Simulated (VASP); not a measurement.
Set up this calculation in VASP 6.6.1, as the native input.

```
Task                   : single point
Functional             : PBE
Potentials or basis    : VASP PAW PBE potentials, release 64 (K_sv, I)
Cutoff                 : 520 eV
k mesh                 : 6 × 6 × 6
Occupations            : gaussian, width 0.05 eV
Spin                   : no spin polarisation
Dipole correction      : no
Further INCAR settings : ALGO = Normal; EDIFF = 1e-06; NBANDS = 15
```

The structure of KI lies in POSCAR:

```
KI
1.0
    0.0000000000      3.5245500000      3.5245500000
    3.5245500000      0.0000000000      3.5245500000
    3.5245500000      3.5245500000      0.0000000000
K I
1 1
Direct
   -0.0150467460      0.0150467460      0.0000000000
    0.5000000000      0.5000000000      0.5000000000
```

This cell differs from its parent crystal: all K atoms moved +0.075 Å, as atom 1 along Cartesian [1 -1 0].

One way to write it, as run:

INCAR

```
PREC = Accurate
ENCUT = 520
EDIFF = 1E-6
ISMEAR = 0
SIGMA = 0.05
LREAL = False
LASPH = True
NELM = 80
ALGO = Normal
ISIF = 2
LWAVE = False
LCHARG = False
GGA = PE
NBANDS = 15
```

KPOINTS

```
regular mesh
0
Gamma
  6 6 6
```

Potentials or basis: VASP PAW PBE potentials, release 64 (K_sv, I).

Run with:

```sh
$ cat potpaw_PBE.64/K_sv/POTCAR potpaw_PBE.64/I/POTCAR > POTCAR
$ mpirun -np 1 vasp_std > vasp.out
```

Results of the run:

The pressure is 0.7 GPa, the largest force is 0.085 eV/Å and the band gap on the k mesh is 3.98 eV, direct.

Caveat: the cell differs from its parent crystal (all K atoms moved +0.075 Å, as atom 1 along Cartesian [1 -1 0]); spin-orbit coupling is left out, which moves the levels of the heavy elements.

Wall time 35 s on 1 thread of Intel(R) Xeon(R) Platinum 8559C (Emerald Rapids), on a shared host, peak memory 0.25 GiB.
